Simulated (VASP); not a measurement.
Cl: single point with PBE-based screened hybrid with 30 % exact exchange

The system is Cl.

```
CELL_PARAMETERS angstrom
3.12524 -2.00725 0.00000
3.12524 2.00725 0.00000
0.00000 0.00000 8.14656
ATOMIC_POSITIONS crystal
Cl 0.87564 0.12436 0.60748
Cl 0.12436 0.87564 0.39252
Cl 0.62436 0.37564 0.10748
Cl 0.37564 0.62436 0.89252
```

```yaml
Program: VASP 6.6.1
Task: single point
Functional: PBE-based screened hybrid with 30 % exact exchange
Potentials_or_basis: VASP PAW PBE potentials, release 64 (Cl)
Cutoff: 520 eV
k_mesh: 4 × 4 × 2
Occupations: gaussian, width 0.01 eV
Spin: no spin polarisation
Dipole_correction: no
Grid_for_exact_exchange_PRECFOCK: Normal
Share_of_exact_exchange: 0.3
Further_INCAR_settings: ALGO = Normal; EDIFF = 1e-06; NBANDS = 22
Screening_parameter: 0.3 1/Å
```

* Pressure: 0.2 GPa
* Largest force: 0.854 eV/Å
* Band gap on the k mesh: 3.84 eV

Forces on the atoms (eV/Å):
```
Cl   0.000 -0.416 -0.747
Cl   0.000  0.416  0.747
Cl   0.000  0.416 -0.747
Cl   0.000 -0.416  0.747
```

Stress tensor (GPa, compression positive):
```
 1.84  0.00  0.00
 0.00  0.84  0.00
 0.00  0.00 -1.95
```

Levels at points of the mesh, in eV from the valence-band top:
```csv
k point,band 12,band 13,band 14,band 15,band 16,band 17
"(0.00, 0.00, 0.00)",-0.41,-0.12,0.00,3.84,4.94,8.45
"(0.50, 0.00, 0.00)",-0.96,-0.28,-0.28,4.58,4.58,9.42
"(0.50, 0.50, 0.00)",-1.23,-0.49,-0.29,3.93,4.64,9.71
"(0.00, 0.00, 0.50)",-0.84,-0.06,-0.06,4.29,4.29,8.91
"(0.50, 0.00, 0.50)",-0.72,-0.03,-0.03,4.29,4.29,9.73
"(0.50, 0.50, 0.50)",-0.99,-0.95,-0.95,4.20,4.20,10.38
```

It took 35 min on 1 thread of AMD EPYC 7R13 (shared host), peak memory 0.34 GiB.

Caveat: the k points lie up to 0.47 Å⁻¹ apart; this functional lacks dispersion, which holds the molecules together, so the pressure and a relaxed volume are unreliable; the PAW data sets were made with another functional, which shifts forces and pressure a little. A k mesh can miss the band edges.
